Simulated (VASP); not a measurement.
GaP2: relaxation of cell and atoms with PBE

Crystal: GaP2.

```
CELL_PARAMETERS angstrom
2.53091 0.00000 0.00000
0.00000 2.53091 0.00000
0.00000 0.00000 7.80417
ATOMIC_POSITIONS crystal
Ga 0.00000 0.00000 0.50000
P 0.00000 0.00000 0.84801
P 0.00000 0.00000 0.15199
```

The cell was built from a structure type or drawn by symmetry, and may not be a known phase.

- Program: VASP 6.6.1
- Task: relaxation of cell and atoms
- Functional: PBE
- Potentials or basis: VASP PAW PBE potentials, release 64 (Ga_d, P)
- Cutoff: 600 eV
- k mesh: 18 × 18 × 6
- Occupations: gaussian, width 0.1 eV
- Spin: no spin polarisation
- Dipole correction: no
- Further INCAR settings: ALGO = Normal; EDIFF = 1e-06; IBRION = 2; EDIFFG = -0.01; NSW = 100; ISIF = 3

```json
{
 "Relaxed volume": "16.93 Å³/atom",
 "Relaxed cell": "a = 2.559 Å, b = 2.559 Å, c = 7.755 Å, α = 90.00°, β = 90.00°, γ = 90.00°",
 "Space group after relaxing (to 0.1 Å)": "P4/mmm (No. 123)",
 "Energy gained by relaxing": "4.7 meV/atom",
 "Ionic steps": "9",
 "Pressure after relaxing": "0.0 GPa",
 "Band gap on the k mesh": "zero (an odd number of electrons rules out a gap without spin polarisation)"
}
```

Stress tensor (GPa, compression positive):
```
-0.06  0.00  0.00
 0.00 -0.06  0.00
 0.00  0.00  0.05
```

Step by step:
```
step  energy change (eV)  largest force (eV/Å)  pressure (GPa)  volume (Å³)
   1              0.0000                0.1952            0.32        49.99
   2             -0.0066                0.1799            0.06        50.23
   3             -0.0114                0.1155           -0.25        50.67
   4             -0.0129                0.0039            0.34        50.48
   5             -0.0129                0.0015            0.28        50.49
   6             -0.0139                0.0004            0.04        50.73
   7             -0.0139                0.0007           -0.06        50.79
   8             -0.0140                0.0004           -0.13        50.81
   9             -0.0140                0.0009           -0.02        50.80
```

Final structure:
```xyz
3
Lattice="2.5594 0.0000 0.0000 0.0000 2.5594 0.0000 0.0000 0.0000 7.7549" Properties=species:S:1:pos:R:3 pbc="T T T"
Ga    0.0000    0.0000    3.8775
P     0.0000    0.0000    6.6176
P     0.0000    0.0000    1.1373
```

Levels at points of the mesh, in eV from the Fermi level:
| k point | band 10 | band 11 | band 12 | band 13 | band 14 | band 15 |
| --- | --- | --- | --- | --- | --- | --- |
| (0.00, 0.00, 0.00) | -2.82 | 4.21 | 4.21 | 6.01 | 6.23 | 6.23 |
| (0.50, 0.00, 0.00) | -5.22 | -3.25 | -1.02 | 0.89 | 4.10 | 5.67 |
| (0.50, 0.50, 0.00) | -2.47 | -2.47 | -1.46 | 0.75 | 0.75 | 1.88 |
| (0.00, 0.00, 0.50) | 1.28 | 1.42 | 4.23 | 4.23 | 6.17 | 6.17 |
| (0.50, 0.00, 0.50) | -3.83 | -3.82 | -2.69 | 2.41 | 4.58 | 5.02 |
| (0.50, 0.50, 0.50) | -2.64 | -2.64 | -0.97 | 1.14 | 1.14 | 1.98 |

It took 4.6 min on 1 thread of Intel(R) Xeon(R) 6975P-C (Granite Rapids) (shared host), peak memory 0.32 GiB.
